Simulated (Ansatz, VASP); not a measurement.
## Ir in VASP and in Ansatz

```
Ir
1.0
     0.00000    1.88131    1.91970
     1.88131    0.00000    1.91970
     1.88131    1.88131    0.00000
Ir
1
Direct
  0.00000 0.00000 0.00000
```

Change from the starting cell: equal xx and yy strain of -2 %, crystal datasets.

Alike in both runs: task electric field gradients; functional PBE; k mesh 15 × 15 × 15; occupations fermi-dirac, width 0.05 eV; no spin polarisation.

|  | VASP | Ansatz |
| --- | --- | --- |
| version | VASP 6.6.1 | Ansatz 0.2.0 |
| potentials or method | VASP PAW PBE potentials, release 64 (Ir), cutoff 520 eV | all-electron PAW with datasets made for the crystal, scalar-relativistic |

```csv
,VASP,Ansatz,Ansatz less VASP
pressure (GPa),27.4,26.5,-0.95
"traceless stress, the component that is largest in VASP (GPa)",-5.96,-5.98,-0.020
size of Vzz on the site where it differs most (V/Å²),15.3,14.9,-0.33
```

Ansatz ran all-electron here, and VASP with PAW potentials.

Spin-orbit coupling is off throughout.
